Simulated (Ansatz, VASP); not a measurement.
# GeBiS2Br in VASP and in Ansatz

```xyz
5
Lattice="4.7622 0.0000 0.0000 0.0000 4.7622 0.0000 0.0000 0.0000 4.7622" Properties=species:S:1:pos:R:3 pbc="T T T"
Ge    0.0000    0.0000    0.0000
Bi    2.3811    2.3811    2.3811
S     2.3811    0.0000    0.0000
S     0.0000    2.3811    0.0000
Br    0.0000    0.0000    2.3811
```

Alike in both runs: task relaxation of cell and atoms; functional PBE; k mesh 4 × 4 × 4; occupations gaussian, width 0.1 eV; no spin polarisation.

|  | VASP | Ansatz |
| --- | --- | --- |
| version | VASP 6.6.1 | Ansatz 0.2.0 |
| potentials or method | VASP PAW PBE potentials, release 64 (Ge_d, Bi_d, S, Br), cutoff 600 eV | scalar-relativistic, plane waves, PAW |
| valence electrons in the cell | 48 | 48 |

|  | VASP | Ansatz | Ansatz less VASP |
| --- | --- | --- | --- |
| gap on the k mesh at the Fermi level, each at its own relaxed structure (eV) | none | none | - |
| relaxed volume (Å³/atom) | 24.10 | 24.14 | +0.039 |
| relaxed length of the cell vector where the two differ most in proportion (Å) | 4.845 | 4.849 | +0.0037 |

A gap of «none» marks a metal or a gap that the smearing closes.

Spin-orbit coupling is off throughout.
